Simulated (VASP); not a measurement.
# Lu (P6_3/mmc) in VASP: further runs

Lu is run at these levels: LDA; tasks: single point.

All numbers are computed with VASP 6.6.1; they aren't measurements. Logs are shortened: lines on timing, memory, paths and dates and some standing lists are left out, and cuts for length are marked.

## (1) The cell of the first run

The structure is hexagonal, space group P6_3/mmc (No. 194). The conventional cell has a = 3.382 Å, b = 3.382 Å, c = 5.252 Å, α = 90.00°, β = 90.00°, γ = 120.00°. Within 4.3 Å of Lu (site symmetry -6m2) lie 12 Lu at 3.27 to 3.38 Å.

## (2) Single point, LDA

File INCAR:

```
PREC = Accurate
ENCUT = 520
EDIFF = 1E-7
ISMEAR = -1
SIGMA = 0.1
LREAL = False
LASPH = True
NELM = 100
ALGO = Normal
ISIF = 2
LWAVE = False
LCHARG = False
GGA = CA
NBANDS = 32
```

File KPOINTS:

```
regular mesh
0
Gamma
  5 5 3
```

File POSCAR:

```
Lu
1.0
    3.3823924653      0.0000000000      0.0000000000
   -1.6911962327      2.9292378005      0.0000000000
    0.0000000000      0.0000000000      5.2524129119
Lu
2
Direct
    0.3333333333      0.6666666667      0.2500000000
    0.6666666667      0.3333333333      0.7500000000
```

Potentials or basis: VASP PAW PBE potentials, release 64 (Lu).

Command:

```bash
$ cat potpaw_PBE.64/Lu/POTCAR > POTCAR
$ mpirun -np 1 vasp_std > vasp.out
```

OUTCAR:

```text
PREC = Accurate
   ENCUT = 520
   EDIFF = 1E-7
   ISMEAR = -1
   LREAL = False
   LASPH = True
   NELM = 100
   ISIF = 2
   GGA = CA

 ion  position               nearest neighbor table
   1  0.333  0.667  0.250-   2 3.27   2 3.27   2 3.27   2 3.27   2 3.27   2 3.27
   2  0.667  0.333  0.750-   1 3.27   1 3.27   1 3.27   1 3.27   1 3.27   1 3.27

  LATTYP: Found a hexagonal cell.
 ALAT       =     3.3823924653
 C/A-ratio  =     1.5528691498

  Lattice vectors:

 A1 = (   3.3823924653,   0.0000000000,   0.0000000000)
 A2 = (  -1.6911962327,   2.9292378005,   0.0000000000)
 A3 = (   0.0000000000,   0.0000000000,   5.2524129119)

Analysis of symmetry for initial positions (statically):
=====================================================================
 Subroutine PRICEL returns:
 Original cell was already a primitive cell.

 Routine SETGRP: Setting up the symmetry group for a
 hexagonal supercell.

 Subroutine GETGRP returns: Found 24 space group operations
 (whereof 12 operations were pure point group operations)
 out of a pool of 24 trial point group operations.

The static configuration has the point symmetry D_3d.
 The point group associated with its full space group is D_6h.

Analysis of symmetry for dynamics (positions and initial velocities):
=====================================================================
 Subroutine PRICEL returns:
 Original cell was already a primitive cell.

 Routine SETGRP: Setting up the symmetry group for a
 hexagonal supercell.

 Subroutine GETGRP returns: Found 24 space group operations
 (whereof 12 operations were pure point group operations)
 out of a pool of 24 trial point group operations.

The dynamic configuration has the point symmetry D_3d.
 The point group associated with its full space group is D_6h.

 Subroutine INISYM returns: Found 24 space group operations
 (whereof 12 operations are pure point group operations),
 and found     1 'primitive' translations

----------------------------------------------------------------------------------------

                                     Primitive cell

  volume of cell :      52.0400

  direct lattice vectors                    reciprocal lattice vectors
     3.382392465  0.000000000  0.000000000     0.295648719  0.170692868  0.000000000
    -1.691196233  2.929237801  0.000000000     0.000000000  0.341385735  0.000000000
     0.000000000  0.000000000  5.252412912     0.000000000  0.000000000  0.190388687

[... 64 lines left out ...]
   LSORBIT =      F    spin-orbit coupling
   LASPH  =      T    aspherical Exc in radial PAW
   ENCUT  =  520.0 eV  38.22 Ry    6.18 a.u.   6.29  6.29  9.77*2*pi/ulx,y,z
   NELM   =    100;   NELMIN=  2; NELMDL= -5     # of ELM steps
   EDIFF  = 0.1E-06   stopping-criterion for ELM
   LREAL  =      F    real-space projection
   EDIFFG = 0.1E-05   stopping-criterion for IOM
   NSW    =      0    number of steps for IOM
   IBRION =     -1    ionic relax: 0-MD 1-quasi-New 2-CG
   NFREE  =      0    steps in history (QN), initial steepest desc. (CG)
   ISIF   =      2    stress and relaxation
   ISYM   =      2    0-nonsym 1-usesym 2-fastsym
   POTIM  = 0.5000    time-step for ionic-motion
   TEBEG  =    0.0;   TEEND  =   0.0 temperature during run
   PSTRESS=    0.0 pullay stress
   NELECT =      50.0000    total number of electrons
   NUPDOWN=      -1.0000    fix difference up-down
   EMIN   =  10.00;   EMAX   =-10.00  energy-range for DOS
   EFERMI =   0.00;   METHOD = LEGACY
   ISMEAR =    -1;   SIGMA  =   0.10  broadening in eV -4-tet -1-fermi 0-gaus
   EFERMI_NEDOS =   21; number of points for ismear=-14 and -15
   IALGO  =     38    algorithm
   IMIX   =      4    mixing-type and parameters
     AMIX     =   0.40;   BMIX     =  1.00
     AMIX_MAG =   1.60;   BMIX_MAG =  1.00
  volume/ion in A,a.u.               =      26.02       175.59
  Fermi-wavevector in a.u.,A,eV,Ry     =   1.615421  3.052703 35.505551  2.609584
  Thomas-Fermi vector in A             =   2.710171
   LORBIT       =      0    0 simple, 1 ext, 2 COOP (PROOUT), +10 PAW based schemes
   GGA     = CA    functional components
   LHFCALC =     F    Hartree Fock is set to
   AEXX    =    0.0000 exact exchange contribution
   IVDW    =     0    specifies the selected vdW correction
   LEPSILON=     F    determine dielectric tensor
   LRPA    =     F    only Hartree local field effects (RPA)
 non-spin polarized calculation
  energy-cutoff  :      520.00
  volume of cell :       52.04
 maximum number of plane-waves:      1411
 NGX is ok and might be reduce to    28
   NGX = 13   NGY = 13   NGZ = 19

 number of electron      49.9999981 magnetization

 Free energy of the ion-electron system (eV)
  ---------------------------------------------------
  ext. energy  EPLUGINS =         0.00000000
  ---------------------------------------------------
  free energy    TOTEN  =       -10.39701318 eV

  energy without entropy =      -10.27121911  energy(sigma->0) =      -10.33411615

 E-fermi :   2.3315     XC(G=0): -11.5458

 val. band max:        2.2975822677   @ k =   0.4000   0.2000   0.3333
 cond. band min:       2.3438362688   @ k =   0.4000   0.0000   0.0000
 fundamental gap:      0.0462540011
 Fermi energy:         2.3315042898

 k-point     1 :       0.0000    0.0000    0.0000
  band No.  band energies     occupation
      1     -53.3018      2.00000
      2     -53.2377      2.00000
      3     -24.6196      2.00000
      4     -23.9593      2.00000
      5     -23.9593      2.00000
      6     -23.8319      2.00000
[... 339 lines left out ...]
     31       8.4023      0.00000
     32       8.8686      0.00000

------------------------ aborting loop because EDIFF is reached ----------------------------------------

  FORCE on cell =-STRESS in cart. coord.  units (eV):
  Direction    XX          YY          ZZ          XY          YZ          ZX
  --------------------------------------------------------------------------------------
  -------------------------------------------------------------------------------------
  Total        0.2497320      0.2497320     -0.0934728     -0.0000000      0.0000000      0.0000000
  in kB        7.6886010      7.6886010     -2.8777856     -0.0000000      0.0000000      0.0000000
  external PRESSURE =       4.1664721 kB  Pullay stress =       0.0000000 kB

 VOLUME and BASIS-vectors are now :
 -----------------------------------------------------------------------------
  energy-cutoff  :      520.00
  volume of cell :       52.04
      direct lattice vectors                 reciprocal lattice vectors
     3.382392465  0.000000000  0.000000000     0.295648719  0.170692868  0.000000000
    -1.691196233  2.929237801  0.000000000     0.000000000  0.341385735  0.000000000
     0.000000000  0.000000000  5.252412912     0.000000000  0.000000000  0.190388687

 POSITION                                       TOTAL-FORCE (eV/Angst)
 -----------------------------------------------------------------------------------
     -0.00000      1.95283      1.31310        -0.000000     -0.000000      0.000000
      1.69120      0.97641      3.93931         0.000000      0.000000      0.000000
 -----------------------------------------------------------------------------------
    total drift:                               -0.000000      0.000000     -0.000000

  FREE ENERGIE OF THE ION-ELECTRON SYSTEM (eV)
  ---------------------------------------------------
  free  energy   TOTEN  =       -10.3970131790 eV

  energy  without entropy=      -10.2712191116  energy(sigma->0) =      -10.33411615
```

OSZICAR:

```text
N       E                     dE             d eps       ncg     rms          rms(c)
DAV:   1     0.235466901163E+03    0.23547E+03   -0.19008E+04   912   0.507E+03
DAV:   2     0.196359704174E+02   -0.21583E+03   -0.20677E+03   696   0.543E+02
DAV:   3    -0.759849906017E+01   -0.27234E+02   -0.26791E+02   896   0.121E+02
DAV:   4    -0.106480532594E+02   -0.30496E+01   -0.30297E+01  1024   0.272E+01
DAV:   5    -0.107101990978E+02   -0.62146E-01   -0.62127E-01   936   0.439E+00    0.532E+00
DAV:   6    -0.104289755999E+02    0.28122E+00   -0.10796E+00   992   0.162E+01    0.210E+00
DAV:   7    -0.104008328231E+02    0.28143E-01   -0.13278E-01   872   0.229E+00    0.583E-01
DAV:   8    -0.103967464706E+02    0.40864E-02   -0.22035E-02  1064   0.101E+00    0.153E-01
DAV:   9    -0.103971344680E+02   -0.38800E-03   -0.23509E-03   888   0.430E-01    0.145E-01
DAV:  10    -0.103970128615E+02    0.12161E-03   -0.62493E-04  1016   0.300E-01    0.175E-02
DAV:  11    -0.103970130080E+02   -0.14652E-06   -0.47989E-05   952   0.503E-02    0.147E-03
DAV:  12    -0.103970131702E+02   -0.16223E-06   -0.39685E-06   856   0.172E-02    0.113E-03
DAV:  13    -0.103970131790E+02   -0.88039E-08   -0.12201E-07   544   0.300E-03
   1 F= -.10397013E+02 E0= -.10334116E+02  d E =-.125794E+00
```

stdout:

```text
POSCAR found type information on POSCAR Lu
 POSCAR found :  1 types and       2 ions
 scaLAPACK will be used
 -----------------------------------------------------------------------------
|                                                                             |
|                                                                             |
|     You enforced a specific xc type in the INCAR file but a different       |
|     I HOPE YOU KNOW WHAT YOU ARE DOING!                                     |
|                                                                             |
 -----------------------------------------------------------------------------

 LDA part: xc-table for (Slater(with rela. corr.)+CA(PZ))
 , standard interpolation
 POSCAR, INCAR and KPOINTS ok, starting setup
 FFT: planning ... GRIDC
 FFT: planning ... GRID_SOFT
 FFT: planning ... GRID
 WAVECAR not read
 entering main loop
```

It took 26 s on 1 thread of Intel Xeon Platinum 8488C (Sapphire Rapids), shared host; peak memory 0.16 GiB.

What came out:

```yaml
Free_energy: -10.3970 eV
Pressure: 0.4 GPa
Band_gap_on_the_k_mesh: zero (bands 25 and 26 overlap by 1.72 eV)
```

Stress tensor (GPa, compression positive):
```
 0.77  0.00  0.00
 0.00  0.77  0.00
 0.00  0.00 -0.29
```

Caveat: the k points lie up to 0.43 Å⁻¹ apart, too coarse for converged energies and pressures of a metal; the PAW data sets were made with another functional, which shifts forces and pressure a little; spin-orbit coupling is left out, which moves the levels of the heavy elements.

## (3) Single point, LDA

File INCAR:

```
PREC = Accurate ; ENCUT = 520
EDIFF = 1E-7 ; ISMEAR = -1
SIGMA = 0.1 ; LREAL = False
LASPH = True ; NELM = 80
ALGO = Normal ; ISIF = 2
LWAVE = False ; LCHARG = False
GGA = CA ; NBANDS = 32
```

File KPOINTS:

```
Automatic mesh
0
Gamma
  7 7 4
```

POSCAR is that of step 2.

Potentials or basis: VASP PAW PBE potentials, release 64 (Lu).

Command:

```bash
$ cat potpaw_PBE.64/Lu/POTCAR > POTCAR
$ mpirun -np 1 vasp_std > vasp.out
```

Wall time 48 s (1 thread of Intel Xeon Platinum 8488C (Sapphire Rapids), shared host); peak memory 0.17 GiB.

Results (log left out):

```yaml
Free_energy: -10.4418 eV
Pressure: 0.4 GPa
Band_gap_on_the_k_mesh: zero (bands 25 and 26 overlap by 1.86 eV)
```

Levels at points of the mesh, in eV from the Fermi level:
```tsv
k point	band 22	band 23	band 24	band 25	band 26	band 27
(0.00, 0.00, 0.00)	-4.73	-4.72	-2.61	1.25	2.16	2.16
(0.00, 0.00, 0.50)	-4.72	-4.39	-4.39	1.26	1.26	2.04
```

Caveat: the PAW data sets were made with another functional, which shifts forces and pressure a little; spin-orbit coupling is left out, which moves the levels of the heavy elements.

## (4) Single point, LDA

File INCAR:

```
PREC     = Accurate       # precision mode
ENCUT    = 520            # plane-wave cutoff, eV
EDIFF    = 1E-6           # SCF threshold, eV
ISMEAR   = -1             # smearing method
SIGMA    = 0.1            # smearing width, eV
LREAL    = False          # projectors in reciprocal space
LASPH    = True           # aspherical terms in the spheres
NELM     = 80             # most SCF steps
ALGO     = Normal         # electronic algorithm
ISIF     = 2              # what is computed and relaxed
LWAVE    = False          # write WAVECAR
LCHARG   = False          # write CHGCAR
GGA      = CA             # functional
NBANDS   = 32             # bands
```

File KPOINTS:

```
regular mesh
0
Gamma
  9 9 5
```

POSCAR is that of step 3.

Potentials or basis: VASP PAW PBE potentials, release 64 (Lu).

Command:

```bash
$ cat potpaw_PBE.64/Lu/POTCAR > POTCAR
$ mpirun -np 1 vasp_std > vasp.out
```

OUTCAR:

```text
PREC = Accurate
   ENCUT = 520
   EDIFF = 1E-6
   ISMEAR = -1
   LREAL = False
   LASPH = True
   NELM = 80
   ISIF = 2
   GGA = CA

 ion  position               nearest neighbor table
   1  0.333  0.667  0.250-   2 3.27   2 3.27   2 3.27   2 3.27   2 3.27   2 3.27
   2  0.667  0.333  0.750-   1 3.27   1 3.27   1 3.27   1 3.27   1 3.27   1 3.27

  LATTYP: Found a hexagonal cell.
 ALAT       =     3.3823924653
 C/A-ratio  =     1.5528691498

  Lattice vectors:

[... 1027 lines left out ...]
 [... further k-points ...]

------------------------ aborting loop because EDIFF is reached ----------------------------------------

  FORCE on cell =-STRESS in cart. coord.  units (eV):
  Direction    XX          YY          ZZ          XY          YZ          ZX
  --------------------------------------------------------------------------------------
  -------------------------------------------------------------------------------------
  Total        0.0480615      0.0480615      0.1499871     -0.0000000     -0.0000000     -0.0000000
  in kB        1.4796887      1.4796887      4.6177132     -0.0000000     -0.0000000     -0.0000000
  external PRESSURE =       2.5256968 kB  Pullay stress =       0.0000000 kB

 VOLUME and BASIS-vectors are now :
 -----------------------------------------------------------------------------
  energy-cutoff  :      520.00
  volume of cell :       52.04
      direct lattice vectors                 reciprocal lattice vectors
     3.382392465  0.000000000  0.000000000     0.295648719  0.170692868  0.000000000
    -1.691196233  2.929237801  0.000000000     0.000000000  0.341385735  0.000000000
     0.000000000  0.000000000  5.252412912     0.000000000  0.000000000  0.190388687

 POSITION                                       TOTAL-FORCE (eV/Angst)
 -----------------------------------------------------------------------------------
     -0.00000      1.95283      1.31310        -0.000000      0.000000      0.000000
      1.69120      0.97641      3.93931         0.000000      0.000000      0.000000
 -----------------------------------------------------------------------------------
    total drift:                               -0.000000      0.000000     -0.000000

  FREE ENERGIE OF THE ION-ELECTRON SYSTEM (eV)
  ---------------------------------------------------
  free  energy   TOTEN  =       -10.4353400414 eV

  energy  without entropy=      -10.3362717851  energy(sigma->0) =      -10.38580591
```

stdout:

```text
POSCAR found type information on POSCAR Lu
 POSCAR found :  1 types and       2 ions
 scaLAPACK will be used
 -----------------------------------------------------------------------------
|                                                                             |
|                                                                             |
|     You enforced a specific xc type in the INCAR file but a different       |
|     I HOPE YOU KNOW WHAT YOU ARE DOING!                                     |
|                                                                             |
 -----------------------------------------------------------------------------

 LDA part: xc-table for (Slater(with rela. corr.)+CA(PZ))
 , standard interpolation
 POSCAR, INCAR and KPOINTS ok, starting setup
 FFT: planning ... GRIDC
 FFT: planning ... GRID_SOFT
 FFT: planning ... GRID
 WAVECAR not read
 entering main loop
```

Run time: 67 s. Hardware: 1 thread of Intel Xeon Platinum 8488C (Sapphire Rapids), shared host; peak memory 0.18 GiB.

Results:

* Free energy: -10.4353 eV
* Pressure: 0.3 GPa
* Band gap on the k mesh: zero (bands 25 and 26 overlap by 1.83 eV)

Levels at points of the mesh, in eV from the Fermi level:
```csv
k point,band 23,band 24,band 25,band 26,band 27,band 28
"(0.00, 0.00, 0.00)",-4.71,-2.59,1.25,2.17,2.17,2.71
```

Caveat: the PAW data sets were made with another functional, which shifts forces and pressure a little; spin-orbit coupling is left out, which moves the levels of the heavy elements.

## (5) Single point, LDA

File INCAR:

```
SYSTEM = Lu
PREC = Accurate
ENCUT = 520
EDIFF = 1E-6
ISMEAR = -1
SIGMA = 0.1
LREAL = .False.
LASPH = .True.
NELM = 60
ALGO = Normal
ISIF = 2
LWAVE = .False.
LCHARG = .True.
GGA = CA
LELF = .True.
LVHAR = .True.
NBANDS = 32
```

File KPOINTS:

```
regular mesh
0
Gamma
  11 11 6
  0 0 0
```

POSCAR is that of step 4.

Command:

```bash
$ cat potpaw_PBE.64/Lu/POTCAR > POTCAR
$ mpirun -np 1 vasp_std > vasp.out
```

It took 2 min on 1 thread of Intel Xeon Platinum 8488C (Sapphire Rapids), shared host; peak memory 0.22 GiB.

The run converged. Its results:

| Quantity | Value |
| --- | --- |
| Free energy | -10.4377 eV |
| Pressure | 0.2 GPa |
| Band gap on the k mesh | zero (bands 25 and 26 overlap by 1.91 eV) |

Stress tensor (GPa, compression positive):
```
0.18 0.00 0.00
0.00 0.18 0.00
0.00 0.00 0.28
```

Levels at points of the mesh, in eV from the Fermi level:
```csv
k point,band 21,band 22,band 23,band 24,band 25,band 26,band 27,band 28,band 29,band 30
"(0.00, 0.00, 0.00)",-4.74,-4.71,-4.71,-2.59,1.25,2.17,2.17,2.71,3.02,3.02
"(0.00, 0.00, 0.50)",-4.71,-4.71,-4.38,-4.38,1.26,1.26,2.05,2.05,2.05,2.05
```

Caveat: the PAW data sets were made with another functional, which shifts forces and pressure a little; spin-orbit coupling is left out, which moves the levels of the heavy elements.

## (6) Single point, LDA

File INCAR:

```
  ALGO = Normal
  EDIFF = 1E-6
  ENCUT = 520
  GGA = CA
  ISIF = 2
  ISMEAR = -1
  LASPH = T
  LCHARG = F
  LREAL = F
  LWAVE = F
  NBANDS = 32
  NELM = 80
  PREC = Accurate
  SIGMA = 0.1
```

File KPOINTS:

```
k-points
0
Gamma
  11 11 6
```

POSCAR is that of step 5.

Potentials or basis: VASP PAW PBE potentials, release 64 (Lu).

Command:

```bash
$ cat potpaw_PBE.64/Lu/POTCAR > POTCAR
$ mpirun -np 1 vasp_std > vasp.out
```

Wall time 1.8 min (1 thread of Intel Xeon Platinum 8488C (Sapphire Rapids), shared host); peak memory 0.22 GiB.

Results (log left out):

- Free energy: -10.4377 eV
- Pressure: 0.2 GPa
- Band gap on the k mesh: zero (bands 25 and 26 overlap by 1.91 eV)

Stress tensor (GPa, compression positive):
```
0.18 0.00 0.00
0.00 0.18 0.00
0.00 0.00 0.28
```

Levels at points of the mesh, in eV from the Fermi level:
```tsv
k point	band 22	band 23	band 24	band 25	band 26	band 27	band 28	band 29
(0.00, 0.00, 0.00)	-4.71	-4.71	-2.59	1.25	2.17	2.17	2.71	3.02
(0.00, 0.00, 0.50)	-4.71	-4.38	-4.38	1.26	1.26	2.05	2.05	2.05
```

Caveat: the PAW data sets were made with another functional, which shifts forces and pressure a little; spin-orbit coupling is left out, which moves the levels of the heavy elements.

## (7) Summary

| k mesh | gap on the mesh (eV) | pressure (GPa) |
| --- | --- | --- |
| 5 × 5 × 3 | none | 0.4 |
| 7 × 7 × 4 | none | 0.4 |
| 9 × 9 × 5 | none | 0.3 |
| 11 × 11 × 6 | none | 0.2 |

Alike in all rows: task single point; level LDA; potentials or basis VASP PAW PBE potentials, release 64 (Lu); no spin polarisation; cell as given; cutoff (eV) 520; smearing fermi-dirac 0.1 eV.

Caveats: some runs use coarse meshes; the PAW data sets were made with another functional, which shifts forces and pressure a little; spin-orbit coupling is left out, which moves the levels of the heavy elements.

Total energies depend on the potentials used, so only differences within one code and one set of settings carry meaning.

The gap in the log of VASP goes by the Fermi energy; the results here count the filled bands.